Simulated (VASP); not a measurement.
# LiPS3 (R-3c) in VASP: a series of runs

LiPS3 is run at these levels: PBE; tasks: single point, relaxation of cell and atoms.

Everything below comes from runs of VASP 6.6.1. Logs are shortened: lines on timing, memory, paths and dates and some standing lists are left out, and cuts for length are marked.

## Step 1: The cell of the first run

It takes space group R-3c (No. 167, trigonal). Conventional cell: a = 6.308 Å, b = 6.308 Å, c = 14.592 Å, α = 90.00°, β = 90.00°, γ = 120.00°. Within 3.2 Å of Li (site symmetry 32) lie 9 S at 2.42 to 3.13 Å. P (site symmetry -3) has 6 S at 2.31 Å within 3.1 Å. S (site symmetry 2) has 2 P at 2.31 Å and 3 Li at 2.42 to 3.13 Å and 4 S at 3.13 Å within 3.2 Å.

## Step 2: Single point, PBE

The input, INCAR:

```
PREC = Accurate
ENCUT = 520
EDIFF = 1E-6
ISMEAR = 0
SIGMA = 0.1
LREAL = False
LASPH = True
NELM = 60
ALGO = Normal
ISIF = 2
LWAVE = False
LCHARG = True
GGA = PE
LELF = True
LVHAR = True
NBANDS = 37
```

The input, KPOINTS:

```
regular mesh
0
Gamma
  6 6 6
```

The input, POSCAR:

```
LiPS3
1.0
    3.1541745507      1.8210635259      4.8641411894
   -3.1541745507      1.8210635259      4.8641411894
    0.0000000000     -3.6421270518      4.8641411894
Li P S
2 2 6
Direct
    0.7500000000      0.7500000000      0.7500000000
    0.2500000000      0.2500000000      0.2500000000
    0.5000000000      0.5000000000      0.5000000000
    0.0000000000      0.0000000000      0.0000000000
    0.1336226948      0.3663773052      0.7500000000
    0.3663773052      0.7500000000      0.1336226948
    0.8663773052      0.6336226948      0.2500000000
    0.2500000000      0.8663773052      0.6336226948
    0.6336226948      0.2500000000      0.8663773052
    0.7500000000      0.1336226948      0.3663773052
```

Potentials or basis: VASP PAW PBE potentials, release 64 (Li_sv, P, S).

Command:

```
> cat potpaw_PBE.64/Li_sv/POTCAR potpaw_PBE.64/P/POTCAR potpaw_PBE.64/S/POTCAR > POTCAR
> mpirun -np 1 vasp_std > vasp.out
```

OUTCAR:

```text
PREC = Accurate
   ENCUT = 520
   EDIFF = 1E-6
   ISMEAR = 0
   LREAL = False
   LASPH = True
   NELM = 60
   ISIF = 2
   GGA = PE

 ion  position               nearest neighbor table
   1  0.750  0.750  0.750-   6 2.42  10 2.42   5 2.42
   2  0.250  0.250  0.250-   8 2.42   9 2.42   7 2.42
   3  0.500  0.500  0.500-   5 2.31   7 2.31   6 2.31   9 2.31   8 2.31  10 2.31
   4  0.000  0.000  0.000-   5 2.31   7 2.31   8 2.31  10 2.31   9 2.31   6 2.31
   5  0.134  0.366  0.750-   3 2.31   4 2.31   1 2.42
   6  0.366  0.750  0.134-   3 2.31   4 2.31   1 2.42
   7  0.866  0.634  0.250-   3 2.31   4 2.31   2 2.42
   8  0.250  0.866  0.634-   4 2.31   3 2.31   2 2.42
   9  0.634  0.250  0.866-   3 2.31   4 2.31   2 2.42
  10  0.750  0.134  0.366-   4 2.31   3 2.31   1 2.42

  LATTYP: Found a trigonal (rhomboedric) cell.
 ALAT       =     6.0765910651
 COS(alpha) =     0.4611332078

  Lattice vectors:

 A1 = (   3.1541745507,   1.8210635259,   4.8641411894)
 A2 = (  -3.1541745507,   1.8210635259,   4.8641411894)
 A3 = (   0.0000000000,  -3.6421270518,   4.8641411894)

Analysis of symmetry for initial positions (statically):
=====================================================================
 Subroutine PRICEL returns:
 Original cell was already a primitive cell.

 Routine SETGRP: Setting up the symmetry group for a
 trigonal (rhombohedral) supercell.

 Subroutine GETGRP returns: Found 12 space group operations
 (whereof  6 operations were pure point group operations)
 out of a pool of 12 trial point group operations.

The static configuration has the point symmetry S_6 .
 The point group associated with its full space group is D_3d.

Analysis of symmetry for dynamics (positions and initial velocities):
=====================================================================
 Subroutine PRICEL returns:
 Original cell was already a primitive cell.

 Routine SETGRP: Setting up the symmetry group for a
 trigonal (rhombohedral) supercell.

 Subroutine GETGRP returns: Found 12 space group operations
 (whereof  6 operations were pure point group operations)
 out of a pool of 12 trial point group operations.

The dynamic configuration has the point symmetry S_6 .
 The point group associated with its full space group is D_3d.

 Subroutine INISYM returns: Found 12 space group operations
 (whereof  6 operations are pure point group operations),
 and found     1 'primitive' translations

----------------------------------------------------------------------------------------

                                     Primitive cell

  volume of cell :     167.6364

  direct lattice vectors                    reciprocal lattice vectors
     3.154174551  1.821063526  4.864141189     0.158520079  0.091521610  0.068528713
    -3.154174551  1.821063526  4.864141189    -0.158520079  0.091521610  0.068528713
     0.000000000 -3.642127052  4.864141189     0.000000000 -0.183043221  0.068528713

  length of vectors
     6.076591065  6.076591065  6.076591065     0.195450774  0.195450774  0.195450774

  position of ions in fractional coordinates (direct lattice)
     0.750000000  0.750000000  0.750000000
     0.250000000  0.250000000  0.250000000
     0.500000000  0.500000000  0.500000000
     0.000000000  0.000000000  0.000000000
     0.133622695  0.366377305  0.750000000
     0.366377305  0.750000000  0.133622695
     0.866377305  0.633622695  0.250000000
     0.250000000  0.866377305  0.633622695
     0.633622695  0.250000000  0.866377305
     0.750000000  0.133622695  0.366377305

  ion indices of the primitive-cell ions
   primitive index   ion index
                 1           1
                 2           2
                 3           3
                 4           4
                 5           5
                 6           6
                 7           7
                 8           8
                 9           9
                10          10

----------------------------------------------------------------------------------------

 KPOINTS: regular mesh

Automatic generation of k-mesh.
 Grid dimensions read from file:
 generate k-points for:    6    6    6

 Generating k-lattice:

  Cartesian coordinates                     Fractional coordinates (reciprocal lattice)
     0.026420013  0.015253602  0.011421452     0.166666667  0.000000000  0.000000000
    -0.026420013  0.015253602  0.011421452     0.000000000  0.166666667  0.000000000
     0.000000000 -0.030507203  0.011421452     0.000000000  0.000000000  0.166666667

  Length of vectors
     0.032575129  0.032575129  0.032575129

  Shift w.r.t. Gamma in fractional coordinates (k-lattice)
     0.000000000  0.000000000  0.000000000

 Subroutine IBZKPT returns following result:
 ===========================================

 Found     32 irreducible k-points:

 Following reciprocal coordinates:
            Coordinates               Weight
  0.000000  0.000000  0.000000      1.000000
  0.166667  0.000000  0.000000      6.000000
  0.333333  0.000000  0.000000      6.000000
  0.500000  0.000000  0.000000      3.000000
  0.166667  0.166667  0.000000      6.000000
  0.333333  0.166667  0.000000     12.000000
[... 16 lines left out ...]
  0.500000  0.500000  0.166667      6.000000
 -0.333333  0.500000  0.166667     12.000000
 [... further k-points ...]
   k-points           NKPTS =     32   k-points in BZ     NKDIM =     32   number of bands    NBANDS=     37
   number of dos      NEDOS =    301   number of ions     NIONS =     10
   total plane-waves  NPLWV = 110592
   dimension x,y,z NGX =    48 NGY =   48 NGZ =   48
   dimension x,y,z NGXF=    96 NGYF=   96 NGZF=   96
   ions per type =               2   2   6
   NGX,Y,Z   is equivalent  to a cutoff of  13.13, 13.13, 13.13 a.u.
   NGXF,Y,Z  is equivalent  to a cutoff of  26.26, 26.26, 26.26 a.u.
 SYSTEM =  unknown system
   PREC   = accura    normal or accurate (medium, high low for compatibility)
   ISTART =      0    job   : 0-new  1-cont  2-samecut
   ICHARG =      2    charge: 1-file 2-atom 10-const
   ISPIN  =      1    spin polarized calculation?
   LNONCOLLINEAR =      F non collinear calculations
   LSORBIT =      F    spin-orbit coupling
   LASPH  =      T    aspherical Exc in radial PAW
   ENCUT  =  520.0 eV  38.22 Ry    6.18 a.u.  11.30 11.30 11.30*2*pi/ulx,y,z
   NELM   =     60;   NELMIN=  2; NELMDL= -5     # of ELM steps
   EDIFF  = 0.1E-05   stopping-criterion for ELM
   LREAL  =      F    real-space projection
[... 7 lines left out ...]
   TEBEG  =    0.0;   TEEND  =   0.0 temperature during run
   PSTRESS=    0.0 pullay stress
   NELECT =      52.0000    total number of electrons
   NUPDOWN=      -1.0000    fix difference up-down
   EMIN   =  10.00;   EMAX   =-10.00  energy-range for DOS
   EFERMI =   0.00;   METHOD = LEGACY
   ISMEAR =     0;   SIGMA  =   0.10  broadening in eV -4-tet -1-fermi 0-gaus
   EFERMI_NEDOS =   21; number of points for ismear=-14 and -15
   IALGO  =     38    algorithm
   IMIX   =      4    mixing-type and parameters
     AMIX     =   0.40;   BMIX     =  1.00
     AMIX_MAG =   1.60;   BMIX_MAG =  1.00
  volume/ion in A,a.u.               =      16.76       113.13
  Fermi-wavevector in a.u.,A,eV,Ry     =   1.108204  2.094203 16.709546  1.228117
  Thomas-Fermi vector in A             =   2.244729
   LORBIT       =      0    0 simple, 1 ext, 2 COOP (PROOUT), +10 PAW based schemes
   GGA     = PE    functional components
   LHFCALC =     F    Hartree Fock is set to
   AEXX    =    0.0000 exact exchange contribution
   IVDW    =     0    specifies the selected vdW correction
   LEPSILON=     F    determine dielectric tensor
   LRPA    =     F    only Hartree local field effects (RPA)
 non-spin polarized calculation
 Gauss-broadening in eV      SIGMA  =   0.10
  energy-cutoff  :      520.00
  volume of cell :      167.64
 maximum number of plane-waves:      4554
 NGX is ok and might be reduce to    48
   NGX = 23   NGY = 23   NGZ = 23

 number of electron      52.0000003 magnetization

 Free energy of the ion-electron system (eV)
  ---------------------------------------------------
  ext. energy  EPLUGINS =         0.00000000
  ---------------------------------------------------
  free energy    TOTEN  =       -40.67967451 eV

  energy without entropy =      -40.67009957  energy(sigma->0) =      -40.67488704

 E-fermi :   5.2889     XC(G=0):  -9.8722

 val. band max:        5.2819636319   @ k =   0.5000   0.5000   0.3333
 cond. band min:       5.3227321221   @ k =  -0.3333   0.1667   0.1667
 fundamental gap:      0.0407684902
 Fermi energy:         5.2888892667

 k-point     1 :       0.0000    0.0000    0.0000
  band No.  band energies     occupation
      1     -40.1015      2.00000
      2     -40.1013      2.00000
      3     -10.7220      2.00000
      4      -7.7244      2.00000
      5      -7.7244      2.00000
      6      -7.4889      2.00000
[... 29 lines left out ...]
     36      11.1381      0.00000
     37      11.3111      0.00000

 k-point     2 :       0.1667    0.0000    0.0000
  band No.  band energies     occupation
      1     -40.1015      2.00000
      2     -40.1013      2.00000
      3     -10.6219      2.00000
      4      -8.4440      2.00000
      5      -7.6796      2.00000
      6      -7.1244      2.00000
[... 29 lines left out ...]
     36      10.8554      0.00000
     37      11.8998      0.00000
[... 838 lines left out ...]
     36      11.3570      0.00000
     37      12.1766      0.00000

 k-point    24 :      -0.3333    0.5000    0.1667
  band No.  band energies     occupation
      1     -40.1014      2.00000
      2     -40.1014      2.00000
      3      -9.8549      2.00000
      4      -9.4435      2.00000
      5      -7.9461      2.00000
      6      -7.8688      2.00000
[... 29 lines left out ...]
     36      11.7012      0.00000
     37      11.9205      0.00000

 [... further k-points ...]

------------------------ aborting loop because EDIFF is reached ----------------------------------------

  FORCE on cell =-STRESS in cart. coord.  units (eV):
  Direction    XX          YY          ZZ          XY          YZ          ZX
  --------------------------------------------------------------------------------------
  -------------------------------------------------------------------------------------
  Total       -0.3133134     -0.3133134     -0.2838768     -0.0000000      0.0000000      0.0000000
  in kB       -2.9944791     -2.9944791     -2.7131399     -0.0000000      0.0000000      0.0000000
  external PRESSURE =      -2.9006994 kB  Pullay stress =       0.0000000 kB

 VOLUME and BASIS-vectors are now :
 -----------------------------------------------------------------------------
  energy-cutoff  :      520.00
  volume of cell :      167.64
      direct lattice vectors                 reciprocal lattice vectors
     3.154174551  1.821063526  4.864141189     0.158520079  0.091521610  0.068528713
    -3.154174551  1.821063526  4.864141189    -0.158520079  0.091521610  0.068528713
     0.000000000 -3.642127052  4.864141189     0.000000000 -0.183043221  0.068528713

 POSITION                                       TOTAL-FORCE (eV/Angst)
 -----------------------------------------------------------------------------------
      0.00000      0.00000     10.94432         0.000000     -0.000000      0.000000
      0.00000      0.00000      3.64811         0.000000      0.000000      0.000000
      0.00000      0.00000      7.29621         0.000000      0.000000      0.000000
      0.00000      0.00000      0.00000         0.000000     -0.000000      0.000000
     -0.73415     -1.82106      6.08018         0.018917      0.000000     -0.000000
     -1.21001      1.54632      6.08018        -0.009459     -0.016383      0.000000
      0.73415      1.82106      8.51225        -0.018917      0.000000      0.000000
     -1.94416     -0.27474      8.51225         0.009459     -0.016383      0.000000
      1.21001     -1.54632      8.51225         0.009459      0.016383      0.000000
      1.94416      0.27474      6.08018        -0.009459      0.016383      0.000000
 -----------------------------------------------------------------------------------
    total drift:                               -0.000000     -0.000000     -0.000000

  FREE ENERGIE OF THE ION-ELECTRON SYSTEM (eV)
  ---------------------------------------------------
  free  energy   TOTEN  =       -40.6796745063 eV

  energy  without entropy=      -40.6700995730  energy(sigma->0) =      -40.67488704
```

It took 2.5 min on 1 thread of AMD EPYC 9R45 (Zen 5), shared host; peak memory 0.37 GiB.

Results:

| Item | Value |
| --- | --- |
| Free energy | -40.6797 eV |
| Largest force | 0.019 eV/Å |
| Band gap on the k mesh | zero (bands 26 and 27 overlap by 0.34 eV) |

Forces in eV/Å, atoms in the order of the input:
```
Li   0.000  0.000  0.000
Li   0.000  0.000  0.000
P    0.000  0.000  0.000
P    0.000  0.000  0.000
S    0.019  0.000  0.000
S   -0.009 -0.016  0.000
S   -0.019  0.000  0.000
S    0.009 -0.016  0.000
S    0.009  0.016  0.000
S   -0.009  0.016  0.000
```

Caveat: the cutoff is under 1.25 times the usual one of these potentials, so pressure, stress and relaxed cells hold a basis-set (Pulay) error; semilocal functionals underestimate gaps, and a narrow one can read as zero.

[end of part 1 of 2]

The gap in the log of VASP goes by the Fermi energy; the results here count the filled bands.